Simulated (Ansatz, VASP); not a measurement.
## BaZrO3 in VASP and in Ansatz

```
Ba Zr O
1.0
     4.20522    0.00000    0.00000
     0.00000    4.20522    0.00000
     0.00000    0.00000    4.20522
Ba Zr O
1 1 3
Cartesian
  0.0000 0.0000 0.0000
  2.1026 2.1026 2.1026
  0.0000 2.1026 2.1026
  2.1026 0.0000 2.1026
  2.1026 2.1026 0.0000
```

Alike in both runs: functional r2SCAN; k mesh 5 × 5 × 5; no spin polarisation.

Ansatz relaxed the structure, and its values are those at the end. VASP's run is a single point on that final structure, the one shown.

```csv
,VASP,Ansatz
version,VASP 6.6.1,Ansatz 0.2.0
potentials or method,"VASP PAW PBE potentials, release 64 (Ba_sv, Zr_sv, O)","plane waves, PAW"
plane-wave cutoff (eV),520,500
occupations,"gaussian, width 0.01 eV",fixed
valence electrons in the cell,40,40
```

|  | VASP | Ansatz | Ansatz less VASP |
| --- | --- | --- | --- |
| pressure (GPa) | 1.0 | 0.0 | -1.03 |

VASP's potentials were made for PBE, not for r2SCAN. Ansatz's warnings: stress scf threshold loose.

Neither program's run includes spin-orbit coupling.
